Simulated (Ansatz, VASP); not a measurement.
# Two plane-wave programs on Ta

```
Ta
1.0
     0.00000    3.05166    3.05166
     3.05166    0.00000    3.05166
     3.05166    3.05166    0.00000
Ta
2
Cartesian
  -0.7629 -0.7629 -0.7629
  0.7629 0.7629 0.7629
```

Alike in both runs: functional PBE; k mesh 12 × 12 × 12; occupations fermi-dirac, width 0.08 eV; no spin polarisation.

Ansatz relaxed the structure, and its values are those at the end. VASP's run is a single point on that final structure, the one shown.

```csv
,VASP,Ansatz
version,VASP 6.6.1,Ansatz 0.2.0
potentials or method,"VASP PAW PBE potentials, release 64 (Ta_pv)","PAW with Ansatz's default frozen-core files, scalar-relativistic"
plane-wave cutoff (eV),520,420
valence electrons in the cell,22,26
```

|  | VASP | Ansatz | Ansatz less VASP |
| --- | --- | --- | --- |
| pressure (GPa) | 0.1 | 0.0 | -0.04 |

VASP's potentials hold 22 valence electrons a cell and Ansatz's 26, so a difference there can come from the potentials and not from the codes.

Spin-orbit coupling is off throughout.
